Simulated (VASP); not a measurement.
Runs of VASP 6.6.1 on SiO2 (Stishovite). The structure is that of space group P4_2/mnm (No. 136), or close to it. The cells are those of the table. 

| cell | gap on the mesh (eV) | pressure (GPa) | largest force (eV/Å) |
| --- | --- | --- | --- |
| a = 4.312, b = 4.312, c = 2.751 Å, 6 atoms | 3.99 | -15.9 | 0.48 |
| a = 4.033, b = 4.033, c = 2.573 Å, 6 atoms | (b) | 56.6 | 0.92 |
| a = 4.106, b = 4.106, c = 2.620 Å, 6 atoms | 6.58 | 31.1 | 0.47 |
| a = 4.279, b = 4.279, c = 2.730 Å, 6 atoms | (a) | -10.3 | 0.36 |
| a = 4.212, b = 4.212, c = 2.687 Å, 6 atoms | 5.18 | 3.2 | 0.07 |

Alike in all rows: task single point; level PBE; potentials or basis VASP PAW PBE potentials, release 64 (Si, O); no spin polarisation; k mesh 6 × 6 × 8; cutoff (eV) 520; smearing gaussian 0.01 eV.

Task: Estimate the missing entries.

Result: (a) 4.37; (b) 7.08.

A k mesh can miss the band edges.
